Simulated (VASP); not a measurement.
# Ge (P6_3/mmc) in VASP: further runs

The runs below take Ge through single point, with r2SCAN.

Program: VASP 6.6.1. These are calculated values, not measurements. Logs are shortened: lines on timing, memory, paths and dates and some standing lists are left out, and cuts for length are marked.

### Step 1. The cell of the first run

It takes space group P6_3/mmc (No. 194, hexagonal). The conventional cell has a = 3.756 Å, b = 3.756 Å, c = 6.223 Å, α = 90.00°, β = 90.00°, γ = 120.00°. Within 3.1 Å of Ge (site symmetry 3m) lie 4 Ge at 2.31 to 2.32 Å.

This isn't the form of Ge at room conditions, which is diamond.

### Step 2. Single point, r2SCAN

File POSCAR:

```
Ge
1.0
    3.7557148207      0.0000000000      0.0000000000
   -1.8778574103      3.2525444441      0.0000000000
    0.0000000000      0.0000000000      6.2229967123
Ge
4
Direct
    0.6666666667      0.3333333333      0.0637515940
    0.3333333333      0.6666666667      0.5637515940
    0.6666666667      0.3333333333      0.4362484060
    0.3333333333      0.6666666667      0.9362484060
```

File INCAR.step1:

```
SYSTEM = Ge
PREC = Accurate
ENCUT = 520
ISMEAR = -1
SIGMA = 0.1
LREAL = .FALSE.
LASPH = .TRUE.
NELM = 100
NBANDS = 36
GGA = PE
ALGO = Normal
EDIFF = 1E-4
LWAVE = .TRUE.
LCHARG = .FALSE.
```

File INCAR.step2:

```
SYSTEM = Ge
PREC = Accurate
ENCUT = 520
EDIFF = 1E-7
ISMEAR = -1
SIGMA = 0.1
LREAL = .FALSE.
LASPH = .TRUE.
NELM = 100
ALGO = Normal
ISIF = 2
LWAVE = .FALSE.
LCHARG = .FALSE.
METAGGA = R2SCAN
LMIXTAU = .TRUE.
NBANDS = 36
ISTART = 1
```

File KPOINTS:

```
regular mesh
0
G
  6 6 3
  0 0 0
```

Potentials or basis: VASP PAW PBE potentials, release 64 (Ge_d).

Command:

```sh
cat potpaw_PBE.64/Ge_d/POTCAR > POTCAR
cp INCAR.step1 INCAR
mpirun -np 1 vasp_std > vasp.out
cp INCAR.step2 INCAR
mpirun -np 1 vasp_std > vasp.out
```

OUTCAR:

```text
SYSTEM = Ge
   PREC = Accurate
   ENCUT = 520
   EDIFF = 1E-7
   ISMEAR = -1
   LREAL = .FALSE.
   LASPH = .TRUE.
   NELM = 100
   ISIF = 2
   METAGGA = R2SCAN
   ISTART = 1

 ion  position               nearest neighbor table
   1  0.667  0.333  0.064-   4 2.31   4 2.31   4 2.31   3 2.32
   2  0.333  0.667  0.564-   3 2.31   3 2.31   3 2.31   4 2.32
   3  0.667  0.333  0.436-   2 2.31   2 2.31   2 2.31   1 2.32
   4  0.333  0.667  0.936-   1 2.31   1 2.31   1 2.31   2 2.32

  LATTYP: Found a hexagonal cell.
 ALAT       =     3.7557148207
 C/A-ratio  =     1.6569406916

  Lattice vectors:

 A1 = (   3.7557148207,   0.0000000000,   0.0000000000)
 A2 = (  -1.8778574103,   3.2525444441,   0.0000000000)
 A3 = (   0.0000000000,   0.0000000000,   6.2229967123)

Analysis of symmetry for initial positions (statically):
=====================================================================
 Subroutine PRICEL returns:
 Original cell was already a primitive cell.

 Routine SETGRP: Setting up the symmetry group for a
 hexagonal supercell.

 Subroutine GETGRP returns: Found 24 space group operations
 (whereof 12 operations were pure point group operations)
 out of a pool of 24 trial point group operations.

The static configuration has the point symmetry D_3d.
 The point group associated with its full space group is D_6h.

Analysis of symmetry for dynamics (positions and initial velocities):
=====================================================================
 Subroutine PRICEL returns:
 Original cell was already a primitive cell.

 Routine SETGRP: Setting up the symmetry group for a
 hexagonal supercell.

 Subroutine GETGRP returns: Found 24 space group operations
 (whereof 12 operations were pure point group operations)
 out of a pool of 24 trial point group operations.

The dynamic configuration has the point symmetry D_3d.
 The point group associated with its full space group is D_6h.

 Subroutine INISYM returns: Found 24 space group operations
 (whereof 12 operations are pure point group operations),
 and found     1 'primitive' translations

----------------------------------------------------------------------------------------

                                     Primitive cell

  volume of cell :      76.0178

  direct lattice vectors                    reciprocal lattice vectors
     3.755714821  0.000000000  0.000000000     0.266260898  0.153725801  0.000000000
    -1.877857410  3.252544444  0.000000000     0.000000000  0.307451602  0.000000000
     0.000000000  0.000000000  6.222996712     0.000000000  0.000000000  0.160694284

  length of vectors
     3.755714821  3.755714821  6.222996712     0.307451602  0.307451602  0.160694284

  position of ions in fractional coordinates (direct lattice)
     0.666666667  0.333333333  0.063751594
     0.333333333  0.666666667  0.563751594
     0.666666667  0.333333333  0.436248406
     0.333333333  0.666666667  0.936248406

  ion indices of the primitive-cell ions
   primitive index   ion index
                 1           1
                 2           2
                 3           3
                 4           4

----------------------------------------------------------------------------------------

 KPOINTS: regular mesh

Automatic generation of k-mesh.
 Grid dimensions read from file:
 generate k-points for:    6    6    3

 Generating k-lattice:

  Cartesian coordinates                     Fractional coordinates (reciprocal lattice)
     0.044376816  0.025620967  0.000000000     0.166666667  0.000000000  0.000000000
     0.000000000  0.051241934  0.000000000     0.000000000  0.166666667  0.000000000
     0.000000000  0.000000000  0.053564761     0.000000000  0.000000000  0.333333333

  Length of vectors
     0.051241934  0.051241934  0.053564761

  Shift w.r.t. Gamma in fractional coordinates (k-lattice)
     0.000000000  0.000000000  0.000000000

 Subroutine IBZKPT returns following result:
 ===========================================

 Found     14 irreducible k-points:

 Following reciprocal coordinates:
            Coordinates               Weight
  0.000000  0.000000  0.000000      1.000000
  0.166667  0.000000  0.000000      6.000000
  0.333333 -0.000000  0.000000      6.000000
  0.500000  0.000000  0.000000      3.000000
  0.166667  0.166667  0.000000      6.000000
  0.333333  0.166667  0.000000     12.000000
  0.333333  0.333333  0.000000      2.000000
  0.000000  0.000000  0.333333      2.000000
  0.166667  0.000000  0.333333     12.000000
  0.333333 -0.000000  0.333333     12.000000
  0.500000  0.000000  0.333333      6.000000
  0.166667  0.166667  0.333333     12.000000
  0.333333  0.166667  0.333333     24.000000
  0.333333  0.333333  0.333333      4.000000
   k-points           NKPTS =     14   k-points in BZ     NKDIM =     14   number of bands    NBANDS=     36
   number of dos      NEDOS =    301   number of ions     NIONS =      4
   total plane-waves  NPLWV =  37632
   dimension x,y,z NGX =    28 NGY =   28 NGZ =   48
   dimension x,y,z NGXF=    56 NGYF=   56 NGZF=   96
   ions per type =               4
   NGX,Y,Z   is equivalent  to a cutoff of  12.39, 12.39, 12.82 a.u.
   NGXF,Y,Z  is equivalent  to a cutoff of  24.79, 24.79, 25.65 a.u.
 SYSTEM =  Ge
   PREC   = accura    normal or accurate (medium, high low for compatibility)
   ISTART =      1    job   : 0-new  1-cont  2-samecut
   ICHARG =      0    charge: 1-file 2-atom 10-const
   ISPIN  =      1    spin polarized calculation?
   LNONCOLLINEAR =      F non collinear calculations
   LSORBIT =      F    spin-orbit coupling
   LASPH  =      T    aspherical Exc in radial PAW
   ENCUT  =  520.0 eV  38.22 Ry    6.18 a.u.   6.98  6.98 11.57*2*pi/ulx,y,z
   NELM   =    100;   NELMIN=  2; NELMDL=  0     # of ELM steps
   EDIFF  = 0.1E-06   stopping-criterion for ELM
   LREAL  =      F    real-space projection
   EDIFFG = 0.1E-05   stopping-criterion for IOM
   NSW    =      0    number of steps for IOM
   IBRION =     -1    ionic relax: 0-MD 1-quasi-New 2-CG
   NFREE  =      0    steps in history (QN), initial steepest desc. (CG)
   ISIF   =      2    stress and relaxation
   ISYM   =      2    0-nonsym 1-usesym 2-fastsym
   POTIM  = 0.5000    time-step for ionic-motion
   TEBEG  =    0.0;   TEEND  =   0.0 temperature during run
   PSTRESS=    0.0 pullay stress
   NELECT =      56.0000    total number of electrons
   NUPDOWN=      -1.0000    fix difference up-down
   EMIN   =  10.00;   EMAX   =-10.00  energy-range for DOS
   EFERMI =   0.00;   METHOD = LEGACY
   ISMEAR =    -1;   SIGMA  =   0.10  broadening in eV -4-tet -1-fermi 0-gaus
   EFERMI_NEDOS =   21; number of points for ismear=-14 and -15
   IALGO  =     38    algorithm
   IMIX   =      4    mixing-type and parameters
     AMIX     =   0.40;   BMIX     =  1.00
     AMIX_MAG =   1.60;   BMIX_MAG =  1.00
  volume/ion in A,a.u.               =      19.00       128.25
  Fermi-wavevector in a.u.,A,eV,Ry     =   1.478538  2.794031 29.743334  2.186073
  Thomas-Fermi vector in A             =   2.592806
   LORBIT       =      0    0 simple, 1 ext, 2 COOP (PROOUT), +10 PAW based schemes
   METAGGA = R2SCAN    functional components
   LHFCALC =     F    Hartree Fock is set to
   AEXX    =    0.0000 exact exchange contribution
   IVDW    =     0    specifies the selected vdW correction
   LEPSILON=     F    determine dielectric tensor
   LRPA    =     F    only Hartree local field effects (RPA)
 non-spin polarized calculation
  energy-cutoff  :      520.00
  volume of cell :       76.02
 maximum number of plane-waves:      2067
 NGX is ok and might be reduce to    28
   NGX = 13   NGY = 13   NGZ = 23

 number of electron      56.0000018 magnetization

 Free energy of the ion-electron system (eV)
  ---------------------------------------------------
  ext. energy  EPLUGINS =         0.00000000
  ---------------------------------------------------
  free energy    TOTEN  =       -54.55253040 eV

  energy without entropy =      -54.54476568  energy(sigma->0) =      -54.54864804

 E-fermi :   7.0591     XC(G=0): -11.7619

 val. band max:        6.9822088386   @ k =   0.0000   0.0000   0.0000
 cond. band min:       7.3162726971   @ k =   0.5000   0.0000   0.0000
 fundamental gap:      0.3340638585
 Fermi energy:         7.0590622047

 k-point     1 :       0.0000    0.0000    0.0000
  band No.  band energies     occupation
      1     -19.2125      2.00000
      2     -19.2125      2.00000
      3     -19.1491      2.00000
      4     -19.1451      2.00000
      5     -19.1451      2.00000
      6     -19.1382      2.00000
[... 28 lines left out ...]
     35      11.9542      0.00000
     36      13.8145      0.00000

 k-point     2 :       0.1667    0.0000    0.0000
  band No.  band energies     occupation
      1     -19.2341      2.00000
      2     -19.2193      2.00000
      3     -19.1731      2.00000
      4     -19.1577      2.00000
      5     -19.1443      2.00000
      6     -19.1117      2.00000
[... 28 lines left out ...]
     35      13.2351      0.00000
     36      13.4019      0.00000

 k-point     3 :       0.3333   -0.0000    0.0000
  band No.  band energies     occupation
      1     -19.2439      2.00000
      2     -19.2235      2.00000
      3     -19.2026      2.00000
      4     -19.1717      2.00000
      5     -19.1270      2.00000
      6     -19.0920      2.00000
[... 28 lines left out ...]
     35      14.9852      0.00000
     36      15.3232      0.00000

 k-point     4 :       0.5000    0.0000    0.0000
  band No.  band energies     occupation
      1     -19.2331      2.00000
      2     -19.2236      2.00000
      3     -19.2228      2.00000
      4     -19.1758      2.00000
      5     -19.1050      2.00000
      6     -19.0883      2.00000
[... 28 lines left out ...]
     35      15.1749      0.00000
     36      15.7834      0.00000

 k-point     5 :       0.1667    0.1667    0.0000
  band No.  band energies     occupation
      1     -19.2414      2.00000
      2     -19.2344      2.00000
      3     -19.1900      2.00000
      4     -19.1797      2.00000
      5     -19.1214      2.00000
      6     -19.0942      2.00000
[... 28 lines left out ...]
     35      12.6608      0.00000
     36      15.2425      0.00000

 k-point     6 :       0.3333    0.1667    0.0000
  band No.  band energies     occupation
      1     -19.2409      2.00000
      2     -19.2372      2.00000
      3     -19.2172      2.00000
      4     -19.1967      2.00000
      5     -19.0776      2.00000
      6     -19.0527      2.00000
[... 28 lines left out ...]
     35      14.3118      0.00000
     36      15.2500      0.00000

 k-point     7 :       0.3333    0.3333    0.0000
  band No.  band energies     occupation
      1     -19.2496      2.00000
      2     -19.2317      2.00000
      3     -19.2317      2.00000
      4     -19.2119      2.00000
      5     -19.0141      2.00000
      6     -19.0139      2.00000
[... 28 lines left out ...]
     35      14.5418      0.00000
     36      14.5418      0.00000

 k-point     8 :       0.0000    0.0000    0.3333
  band No.  band energies     occupation
      1     -19.1997      2.00000
      2     -19.1997      2.00000
      3     -19.1692      2.00000
      4     -19.1691      2.00000
      5     -19.1442      2.00000
      6     -19.1386      2.00000
[... 28 lines left out ...]
     35      12.2014      0.00000
     36      14.4668      0.00000

 k-point     9 :       0.1667    0.0000    0.3333
  band No.  band energies     occupation
      1     -19.2162      2.00000
      2     -19.2069      2.00000
      3     -19.1778      2.00000
      4     -19.1761      2.00000
      5     -19.1513      2.00000
      6     -19.1207      2.00000
[... 28 lines left out ...]
     35      12.4953      0.00000
     36      14.3822      0.00000

 k-point    10 :       0.3333   -0.0000    0.3333
  band No.  band energies     occupation
      1     -19.2219      2.00000
      2     -19.2126      2.00000
      3     -19.1892      2.00000
      4     -19.1874      2.00000
      5     -19.1419      2.00000
      6     -19.1030      2.00000
[... 28 lines left out ...]
     35      14.8489      0.00000
     36      15.6639      0.00000

 k-point    11 :       0.5000    0.0000    0.3333
  band No.  band energies     occupation
      1     -19.2127      2.00000
      2     -19.2117      2.00000
      3     -19.2022      2.00000
      4     -19.1898      2.00000
      5     -19.1187      2.00000
      6     -19.0925      2.00000
[... 28 lines left out ...]
     35      15.5480      0.00000
     36      17.5815      0.00000

 k-point    12 :       0.1667    0.1667    0.3333
  band No.  band energies     occupation
      1     -19.2218      2.00000
      2     -19.2200      2.00000
      3     -19.1951      2.00000
      4     -19.1821      2.00000
      5     -19.1384      2.00000
      6     -19.1015      2.00000
[... 28 lines left out ...]
     35      13.0848      0.00000
     36      14.9617      0.00000

 k-point    13 :       0.3333    0.1667    0.3333
  band No.  band energies     occupation
      1     -19.2300      2.00000
      2     -19.2145      2.00000
      3     -19.2087      2.00000
      4     -19.1983      2.00000
      5     -19.1063      2.00000
      6     -19.0751      2.00000
[... 28 lines left out ...]
     35      14.4405      0.00000
     36      15.6224      0.00000

 k-point    14 :       0.3333    0.3333    0.3333
  band No.  band energies     occupation
      1     -19.2411      2.00000
      2     -19.2225      2.00000
      3     -19.2088      2.00000
      4     -19.2088      2.00000
      5     -19.0771      2.00000
      6     -19.0771      2.00000
[... 28 lines left out ...]
     35      14.7428      0.00000
     36      15.2259      0.00000

------------------------ aborting loop because EDIFF is reached ----------------------------------------

  FORCE on cell =-STRESS in cart. coord.  units (eV):
  Direction    XX          YY          ZZ          XY          YZ          ZX
  --------------------------------------------------------------------------------------
  -------------------------------------------------------------------------------------
  Total        9.5713365      9.5713365      9.5422956      0.0000000      0.0000000      0.0000000
  in kB      201.7287277    201.7287277    201.1166508      0.0000000      0.0000000      0.0000000
  external PRESSURE =     201.5247021 kB  Pullay stress =       0.0000000 kB

 VOLUME and BASIS-vectors are now :
 -----------------------------------------------------------------------------
  energy-cutoff  :      520.00
  volume of cell :       76.02
      direct lattice vectors                 reciprocal lattice vectors
     3.755714821  0.000000000  0.000000000     0.266260898  0.153725801  0.000000000
    -1.877857410  3.252544444  0.000000000     0.000000000  0.307451602  0.000000000
     0.000000000  0.000000000  6.222996712     0.000000000  0.000000000  0.160694284

 POSITION                                       TOTAL-FORCE (eV/Angst)
 -----------------------------------------------------------------------------------
      1.87786      1.08418      0.39673         0.000000      0.000000     -0.000739
     -0.00000      2.16836      3.50822        -0.000000      0.000000     -0.000739
      1.87786      1.08418      2.71477         0.000000     -0.000000      0.000739
     -0.00000      2.16836      5.82627         0.000000     -0.000000      0.000739
 -----------------------------------------------------------------------------------
    total drift:                               -0.000000      0.000000      0.000000

  FREE ENERGIE OF THE ION-ELECTRON SYSTEM (eV)
  ---------------------------------------------------
  free  energy   TOTEN  =       -54.5525304006 eV

  energy  without entropy=      -54.5447656807  energy(sigma->0) =      -54.54864804
```

Run time: 2.4 min. Hardware: 1 thread of Intel Xeon Platinum 8124M at 3.00GHz (Skylake/Cascade Lake), shared host; peak memory 0.2 GiB.

What came out:

| Item | Value |
| --- | --- |
| Free energy | -54.5525 eV |
| Pressure | 20.2 GPa |
| Band gap on the k mesh | 0.33 eV (least direct gap 0.61 eV) |

Caveat: the cell stands under pressure; the PAW data sets were made with another functional, which shifts forces and pressure a little; an odd mesh through Γ misses points on the zone boundary, where band edges can lie.

### Step 3. Single point, r2SCAN

This run uses another cell than the first one, of 20.48 Å³/atom.

File POSCAR:

```
Ge
1.0
    3.8534218917      0.0000000000      0.0000000000
   -1.9267109458      3.3371612497      0.0000000000
    0.0000000000      0.0000000000      6.3688625111
Ge
4
Direct
    0.6666666667      0.3333333333      0.0633354878
    0.3333333333      0.6666666667      0.5633354878
    0.6666666667      0.3333333333      0.4366645122
    0.3333333333      0.6666666667      0.9366645122
```

File INCAR.step1:

```
  ALGO = Normal
  EDIFF = 1E-4
  ENCUT = 520
  GGA = PE
  ISMEAR = -1
  LASPH = True
  LCHARG = False
  LREAL = False
  LWAVE = True
  NBANDS = 36
  NELM = 100
  PREC = Accurate
  SIGMA = 0.1
```

File INCAR.step2:

```
  ALGO = Normal
  EDIFF = 1E-7
  ENCUT = 520
  ISIF = 2
  ISMEAR = -1
  ISTART = 1
  LASPH = True
  LCHARG = False
  LMIXTAU = True
  LREAL = False
  LWAVE = False
  METAGGA = R2SCAN
  NBANDS = 36
  NELM = 100
  PREC = Accurate
  SIGMA = 0.1
```

File KPOINTS:

```
k-points
0
Gamma
  6 6 3
```

Potentials or basis: VASP PAW PBE potentials, release 64 (Ge_d).

Command:

```sh
cat potpaw_PBE.64/Ge_d/POTCAR > POTCAR
cp INCAR.step1 INCAR
mpirun -np 1 vasp_std > vasp.out
cp INCAR.step2 INCAR
mpirun -np 1 vasp_std > vasp.out
```

Wall time 2.7 min (1 thread of Intel Xeon Platinum 8124M at 3.00GHz (Skylake/Cascade Lake), shared host); peak memory 0.21 GiB.

It converged, with:

```
Free energy            : -55.0989 eV
Pressure               : 10.1 GPa
Largest force          : 0.011 eV/Å
Band gap on the k mesh : 0.37 eV
```

Forces in eV/Å, atoms in the order of the input:
```
Ge   0.000  0.000  0.011
Ge   0.000  0.000  0.011
Ge   0.000  0.000 -0.011
Ge   0.000  0.000 -0.011
```

Stress tensor (GPa, compression positive):
```
10.06  0.00  0.00
 0.00 10.06  0.00
 0.00  0.00 10.15
```

Levels at points of the mesh, in eV from the valence-band top:
| k point | band 25 | band 26 | band 27 | band 28 | band 29 | band 30 | band 31 | band 32 |
| --- | --- | --- | --- | --- | --- | --- | --- | --- |
| (0.00, 0.00, 0.00) | -1.92 | -0.40 | 0.00 | 0.00 | 0.37 | 1.26 | 2.22 | 2.22 |
| (0.50, 0.00, 0.00) | -5.54 | -3.80 | -3.52 | -1.87 | 0.47 | 2.13 | 3.64 | 3.80 |

Caveat: the cell stands under pressure; the PAW data sets were made with another functional, which shifts forces and pressure a little; an odd mesh through Γ misses points on the zone boundary, where band edges can lie.

[end of part 1 of 2]
